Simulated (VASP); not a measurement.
# KCl (Fm-3m) in VASP: further runs

Runs on KCl. Level: LDA. Tasks: relaxation of cell and atoms.

Everything below comes from runs of VASP 6.6.1. Logs are shortened: lines on timing, memory, paths and dates and some standing lists are left out, and cuts for length are marked.

## 1. The cell of the first run

The structure is cubic, space group Fm-3m (No. 225). The conventional cell has a = 6.076 Å, b = 6.076 Å, c = 6.076 Å, α = 90.00°, β = 90.00°, γ = 90.00°. K (site symmetry m-3m) has 6 Cl at 3.04 Å within 4.0 Å. Cl (site symmetry m-3m) has 6 K at 3.04 Å within 4.0 Å.

## 2. Relaxation of cell and atoms, LDA

Contents of INCAR:

```
SYSTEM = KCl
ALGO = Normal
EDIFF = 1E-7
EDIFFG = -0.002
ENCUT = 500
GGA_COMPAT = .FALSE.
IBRION = 2
ISIF = 3
ISMEAR = 0
LASPH = .TRUE.
LCHARG = .FALSE.
LREAL = .FALSE.
LWAVE = .FALSE.
NELM = 120
NELMIN = 4
NSW = 100
PREC = Accurate
SIGMA = 0.02
```

Contents of KPOINTS:

```
k-points
0
G
  6 6 6
  0 0 0
```

Contents of POSCAR:

```
KCl
1.0
    0.0000000000      3.0382223081      3.0382223081
    3.0382223081      0.0000000000      3.0382223081
    3.0382223081      3.0382223081      0.0000000000
K Cl
1 1
Direct
    0.0000000000      0.0000000000      0.0000000000
    0.5000000000      0.5000000000      0.5000000000
```

Potentials or basis: VASP PAW LDA potentials, release 64 (K_sv, Cl).

The run is started by

```bash
$ cat potpaw_LDA.64/K_sv/POTCAR potpaw_LDA.64/Cl/POTCAR > POTCAR
$ mpirun -np 1 vasp_std > vasp.out
```

OUTCAR:

```text
SYSTEM = KCl
   EDIFF = 1E-7
   EDIFFG = -0.002
   ENCUT = 500
   IBRION = 2
   ISIF = 3
   ISMEAR = 0
   LASPH = .TRUE.
   LREAL = .FALSE.
   NELM = 120
   NELMIN = 4
   NSW = 100
   PREC = Accurate

 ion  position               nearest neighbor table
   1  0.000  0.000  0.000-   2 3.04   2 3.04   2 3.04   2 3.04   2 3.04   2 3.04
   2  0.500  0.500  0.500-   1 3.04   1 3.04   1 3.04   1 3.04   1 3.04   1 3.04

  LATTYP: Found a face centered cubic cell.
 ALAT       =     6.0764446162

  Lattice vectors:

 A1 = (   0.0000000000,   3.0382223081,   3.0382223081)
 A2 = (   3.0382223081,   0.0000000000,   3.0382223081)
 A3 = (   3.0382223081,   3.0382223081,   0.0000000000)

Analysis of symmetry for initial positions (statically):
=====================================================================
 Subroutine PRICEL returns:
 Original cell was already a primitive cell.

 Routine SETGRP: Setting up the symmetry group for a
 face centered cubic supercell.

 Subroutine GETGRP returns: Found 48 space group operations
 (whereof 48 operations were pure point group operations)
 out of a pool of 48 trial point group operations.

The static configuration has the point symmetry O_h .

Analysis of symmetry for dynamics (positions and initial velocities):
=====================================================================
 Subroutine PRICEL returns:
 Original cell was already a primitive cell.

 Routine SETGRP: Setting up the symmetry group for a
 face centered cubic supercell.

 Subroutine GETGRP returns: Found 48 space group operations
 (whereof 48 operations were pure point group operations)
 out of a pool of 48 trial point group operations.

The dynamic configuration has the point symmetry O_h .

 Subroutine INISYM returns: Found 48 space group operations
 (whereof 48 operations are pure point group operations),
 and found     1 'primitive' translations

----------------------------------------------------------------------------------------

                                     Primitive cell

  volume of cell :      56.0904

  direct lattice vectors                    reciprocal lattice vectors
     0.000000000  3.038222308  3.038222308    -0.164569919  0.164569919  0.164569919
     3.038222308  0.000000000  3.038222308     0.164569919 -0.164569919  0.164569919
     3.038222308  3.038222308  0.000000000     0.164569919  0.164569919 -0.164569919

  length of vectors
     4.296695194  4.296695194  4.296695194     0.285043462  0.285043462  0.285043462

  position of ions in fractional coordinates (direct lattice)
     0.000000000  0.000000000  0.000000000
     0.500000000  0.500000000  0.500000000

  ion indices of the primitive-cell ions
   primitive index   ion index
                 1           1
                 2           2

----------------------------------------------------------------------------------------

 KPOINTS: k-points

Automatic generation of k-mesh.
 Grid dimensions read from file:
 generate k-points for:    6    6    6

 Generating k-lattice:

  Cartesian coordinates                     Fractional coordinates (reciprocal lattice)
    -0.027428320  0.027428320  0.027428320     0.166666667  0.000000000  0.000000000
     0.027428320 -0.027428320  0.027428320     0.000000000  0.166666667  0.000000000
     0.027428320  0.027428320 -0.027428320     0.000000000  0.000000000  0.166666667

  Length of vectors
     0.047507244  0.047507244  0.047507244

  Shift w.r.t. Gamma in fractional coordinates (k-lattice)
     0.000000000  0.000000000  0.000000000

 Subroutine IBZKPT returns following result:
 ===========================================

 Found     16 irreducible k-points:

 Following reciprocal coordinates:
            Coordinates               Weight
  0.000000  0.000000  0.000000      1.000000
  0.166667  0.000000  0.000000      8.000000
  0.333333  0.000000  0.000000      8.000000
  0.500000  0.000000  0.000000      4.000000
  0.166667  0.166667  0.000000      6.000000
  0.333333  0.166667  0.000000     24.000000
[... 8 lines left out ...]
 -0.333333  0.333333  0.166667     24.000000
 -0.333333  0.500000  0.166667     12.000000
   k-points           NKPTS =     16   k-points in BZ     NKDIM =     16   number of bands    NBANDS=     12
   number of dos      NEDOS =    301   number of ions     NIONS =      2
   total plane-waves  NPLWV =  32768
   dimension x,y,z NGX =    32 NGY =   32 NGZ =   32
   dimension x,y,z NGXF=    64 NGYF=   64 NGZF=   64
   ions per type =               1   1
   NGX,Y,Z   is equivalent  to a cutoff of  12.38, 12.38, 12.38 a.u.
   NGXF,Y,Z  is equivalent  to a cutoff of  24.76, 24.76, 24.76 a.u.
 SYSTEM =  KCl
   PREC   = accura    normal or accurate (medium, high low for compatibility)
   ISTART =      0    job   : 0-new  1-cont  2-samecut
   ICHARG =      2    charge: 1-file 2-atom 10-const
   ISPIN  =      1    spin polarized calculation?
   LNONCOLLINEAR =      F non collinear calculations
   LSORBIT =      F    spin-orbit coupling
   LASPH  =      T    aspherical Exc in radial PAW
   ENCUT  =  500.0 eV  36.75 Ry    6.06 a.u.   7.83  7.83  7.83*2*pi/ulx,y,z
   NELM   =    120;   NELMIN=  4; NELMDL= -5     # of ELM steps
   EDIFF  = 0.1E-06   stopping-criterion for ELM
   LREAL  =      F    real-space projection
   EDIFFG = -.2E-02   stopping-criterion for IOM
   NSW    =    100    number of steps for IOM
   IBRION =      2    ionic relax: 0-MD 1-quasi-New 2-CG
   NFREE  =      1    steps in history (QN), initial steepest desc. (CG)
   ISIF   =      3    stress and relaxation
   ISYM   =      2    0-nonsym 1-usesym 2-fastsym
   POTIM  = 0.5000    time-step for ionic-motion
   TEBEG  =    0.0;   TEEND  =   0.0 temperature during run
   PSTRESS=    0.0 pullay stress
   NELECT =      16.0000    total number of electrons
   NUPDOWN=      -1.0000    fix difference up-down
   EMIN   =  10.00;   EMAX   =-10.00  energy-range for DOS
   EFERMI =   0.00;   METHOD = LEGACY
   ISMEAR =     0;   SIGMA  =   0.02  broadening in eV -4-tet -1-fermi 0-gaus
   EFERMI_NEDOS =   21; number of points for ismear=-14 and -15
   IALGO  =     38    algorithm
   IMIX   =      4    mixing-type and parameters
     AMIX     =   0.40;   BMIX     =  1.00
     AMIX_MAG =   1.60;   BMIX_MAG =  1.00
  volume/ion in A,a.u.               =      28.05       189.26
  Fermi-wavevector in a.u.,A,eV,Ry     =   1.077669  2.036499 15.801396  1.161370
  Thomas-Fermi vector in A             =   2.213587
   LORBIT       =      0    0 simple, 1 ext, 2 COOP (PROOUT), +10 PAW based schemes
   GGA     = CA    functional components
   LHFCALC =     F    Hartree Fock is set to
   AEXX    =    0.0000 exact exchange contribution
   IVDW    =     0    specifies the selected vdW correction
   LEPSILON=     F    determine dielectric tensor
   LRPA    =     F    only Hartree local field effects (RPA)
 conjugate gradient relaxation of ions
 non-spin polarized calculation
 Gauss-broadening in eV      SIGMA  =   0.02
  energy-cutoff  :      500.00
  volume of cell :       56.09
 maximum number of plane-waves:      1435
   NGX = 15   NGY = 15   NGZ = 15

--------------------------------------- Ionic step        1  -------------------------------------------

 number of electron      16.0000000 magnetization

 Free energy of the ion-electron system (eV)
  ---------------------------------------------------
  ext. energy  EPLUGINS =         0.00000000
  ---------------------------------------------------
  free energy    TOTEN  =        -7.40756728 eV

  energy without entropy =       -7.40756728  energy(sigma->0) =       -7.40756728

------------------------ aborting loop because EDIFF is reached ----------------------------------------

  FORCE on cell =-STRESS in cart. coord.  units (eV):
  Direction    XX          YY          ZZ          XY          YZ          ZX
  --------------------------------------------------------------------------------------
  -------------------------------------------------------------------------------------
  Total        0.0268490      0.0268490      0.0268490      0.0000000      0.0000000      0.0000000
  in kB        0.7669196      0.7669196      0.7669196      0.0000000      0.0000000      0.0000000
  external PRESSURE =       0.7669196 kB  Pullay stress =       0.0000000 kB

 VOLUME and BASIS-vectors are now :
 -----------------------------------------------------------------------------
  energy-cutoff  :      500.00
  volume of cell :       56.09
      direct lattice vectors                 reciprocal lattice vectors
     0.000000000  3.038222308  3.038222308    -0.164569919  0.164569919  0.164569919
     3.038222308  0.000000000  3.038222308     0.164569919 -0.164569919  0.164569919
     3.038222308  3.038222308  0.000000000     0.164569919  0.164569919 -0.164569919
[... 37 lines left out ...]
 POSITION                                       TOTAL-FORCE (eV/Angst)
 -----------------------------------------------------------------------------------
      0.00000      0.00000      0.00000         0.000000      0.000000      0.000000
      3.04019      3.04019      3.04019        -0.000000     -0.000000     -0.000000
 -----------------------------------------------------------------------------------
    total drift:                                0.000000     -0.000000     -0.000000

  FREE ENERGIE OF THE ION-ELECTRON SYSTEM (eV)
  ---------------------------------------------------
  free  energy   TOTEN  =        -7.4076044724 eV

  energy  without entropy=       -7.4076044724  energy(sigma->0) =       -7.40760447

--------------------------------------- Ionic step        3  -------------------------------------------

 number of electron      16.0000000 magnetization

 Free energy of the ion-electron system (eV)
  ---------------------------------------------------
  ext. energy  EPLUGINS =         0.00000000
  ---------------------------------------------------
  free energy    TOTEN  =        -7.40761025 eV

  energy without entropy =       -7.40761025  energy(sigma->0) =       -7.40761025

 E-fermi :  -1.5152     XC(G=0):  -8.5407

 val. band max:       -1.6354253317   @ k =   0.0000   0.0000   0.0000
 cond. band min:       3.4696391463   @ k =   0.0000   0.0000   0.0000
 fundamental gap:      5.1050644780
 Fermi energy:        -1.5152372521

 k-point     1 :       0.0000    0.0000    0.0000
  band No.  band energies     occupation
      1     -28.2446      2.00000
      2     -13.7914      2.00000
      3     -11.9445      2.00000
      4     -11.9445      2.00000
      5     -11.9445      2.00000
      6      -1.6354      2.00000
      7      -1.6354      2.00000
      8      -1.6354      2.00000
      9       3.4696      0.00000
     10       6.4745      0.00000
     11       6.4745      0.00000
     12       6.4745      0.00000

 k-point     2 :       0.1667    0.0000    0.0000
  band No.  band energies     occupation
      1     -28.2396      2.00000
      2     -13.8604      2.00000
      3     -11.9478      2.00000
      4     -11.9478      2.00000
      5     -11.8575      2.00000
      6      -2.0413      2.00000
      7      -1.7540      2.00000
      8      -1.7540      2.00000
      9       4.1868      0.00000
     10       6.3004      0.00000
     11       6.8618      0.00000
     12       6.8618      0.00000
[... 230 lines left out ...]
 POSITION                                       TOTAL-FORCE (eV/Angst)
 -----------------------------------------------------------------------------------
      0.00000      0.00000      0.00000        -0.000000     -0.000000      0.000000
      3.04099      3.04099      3.04099         0.000000      0.000000     -0.000000
 -----------------------------------------------------------------------------------
    total drift:                                0.000000     -0.000000     -0.000000

  FREE ENERGIE OF THE ION-ELECTRON SYSTEM (eV)
  ---------------------------------------------------
  free  energy   TOTEN  =        -7.4076102492 eV

  energy  without entropy=       -7.4076102492  energy(sigma->0) =       -7.40761025

 reached required accuracy - stopping structural energy minimisation
```

Wall time 11 s (1 thread of Intel Xeon Platinum 8375C at 2.90GHz (Ice Lake), shared host); peak memory 0.16 GiB.

Results:

```
Free energy                           : -7.4076 eV
Relaxed volume                        : 28.12 Å³/atom
Relaxed cell                          : a = 4.301 Å, b = 4.301 Å, c = 4.301 Å, α = 60.00°, β = 60.00°, γ = 60.00°
Space group after relaxing (to 0.1 Å) : Fm-3m (No. 225)
Energy gained by relaxing             : 0.0 meV/atom
Ionic steps                           : 3
Pressure after relaxing               : 0.0 GPa
Band gap on the k mesh                : 5.11 eV
```

Final structure:
```
CELL_PARAMETERS angstrom
0.00000 3.04099 3.04099
3.04099 0.00000 3.04099
3.04099 3.04099 0.00000
ATOMIC_POSITIONS crystal
K 0.00000 0.00000 0.00000
Cl 0.50000 0.50000 0.50000
```

## 3. Relaxation of cell and atoms, LDA

This run uses another cell than the first one, of 31.01 Å³/atom.

Contents of INCAR:

```
PREC = Accurate
ENCUT = 500
EDIFF = 1E-7
ISMEAR = 0
SIGMA = 0.02
LREAL = F
LASPH = T
NELM = 120
ALGO = Normal
ISIF = 3
LWAVE = F
LCHARG = F
GGA = CA
IBRION = 2
NSW = 100
EDIFFG = -0.002
GGA_COMPAT = F
NELMIN = 4
```

Contents of KPOINTS:

```
Automatic mesh
0
Gamma
  6 6 6
```

Contents of POSCAR:

```
KCl
1.0
    0.0000000000      3.1418713000      3.1418713000
    3.1418713000      0.0000000000      3.1418713000
    3.1418713000      3.1418713000      0.0000000000
K Cl
1 1
Direct
    0.0000000000      0.0000000000      0.0000000000
    0.5000000000      0.5000000000      0.5000000000
```

Potentials or basis: VASP PAW LDA potentials, release 64 (K_sv, Cl).

The run is started by

```bash
$ cat potpaw_LDA.64/K_sv/POTCAR potpaw_LDA.64/Cl/POTCAR > POTCAR
$ mpirun -np 1 vasp_std > vasp.out
```

It took 17 s on 1 thread of Intel Xeon Platinum 8375C at 2.90GHz (Ice Lake), shared host; peak memory 0.16 GiB.

Results (log left out):

```yaml
Free_energy: -7.4095 eV
Relaxed_volume: 28.15 Å³/atom
Relaxed_cell: a = 4.302 Å, b = 4.302 Å, c = 4.302 Å, α = 60.00°, β = 60.00°, γ = 60.00°
Space_group_after_relaxing_to_0.1_Å: Fm-3m (No. 225)
Energy_gained_by_relaxing: 18.3 meV/atom
Ionic_steps: 4
Pressure_after_relaxing: 0.0 GPa
Band_gap_on_the_k_mesh: 5.10 eV
```

The path:
| step | energy change (eV) | largest force (eV/Å) | pressure (GPa) | volume (Å³) |
| --- | --- | --- | --- | --- |
| 1 | 0.0000 | 0.0000 | -1.87 | 62.03 |
| 2 | -0.0287 | 0.0000 | -0.97 | 58.84 |
| 3 | -0.0366 | 0.0000 | -0.09 | 56.51 |
| 4 | -0.0367 | 0.0000 | 0.00 | 56.30 |

Final structure:
```xyz
2
Lattice="0.0000 3.0419 3.0419 3.0419 0.0000 3.0419 3.0419 3.0419 0.0000" Properties=species:S:1:pos:R:3 pbc="T T T"
K     6.0839    3.0419    3.0419
Cl    3.0419    3.0419    3.0419
```

Levels at points of the mesh, in eV from the valence-band top:
```
           k point  band 5  band 6  band 7  band 8  band 9  band 10  band 11  band 12
(0.00, 0.00, 0.00)  -10.31    0.00    0.00    0.00    5.10     8.11     8.11     8.11
(0.50, 0.00, 0.00)   -9.99   -1.33   -0.44   -0.44    7.47     8.64    10.60    10.60
(0.50, 0.50, 0.00)  -10.40   -0.76   -0.25   -0.25    6.05     8.44    10.23    10.25
```
